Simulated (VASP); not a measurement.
A run of VASP 6.6.1:

The input INCAR:

```
ALGO = Normal
EDIFF = 1E-6
ENCUT = 520
GGA = PE
ISIF = 2
ISMEAR = -1
ISPIN = 2
LASPH = True
LCHARG = False
LMAXMIX = 4
LORBIT = 11
LREAL = False
LWAVE = False
MAGMOM = 0
NBANDS = 16
NELM = 150
NUPDOWN = 0.0
PREC = Accurate
SIGMA = 0.05
```

File KPOINTS:

```
k-points
0
Gamma
  10 10 10
```

Contents of POSCAR:

```
V
1.0
   -0.0756486300      2.0481251500      1.8548618400
    1.9021292400      0.0263380700      1.7528751400
    1.8823854000      1.9263946100      0.0460819200
V
1
Direct
    0.0000000000      0.0000000000      0.0000000000
```

Potentials or basis: VASP PAW PBE potentials, release 64 (V_sv).

Run with:

```sh
$ cat potpaw_PBE.64/V_sv/POTCAR > POTCAR
$ mpirun -np 1 vasp_std > vasp.out
```

Hardware: 1 thread of Intel(R) Xeon(R) Platinum 8488C (Sapphire Rapids), with other jobs on the host.

Q: How long does it take, and how much memory?

A: It took 110 s on 1 thread of Intel(R) Xeon(R) Platinum 8488C (Sapphire Rapids) (shared host), peak memory 0.26 GiB. Counts: scf iterations 12, k points 504.
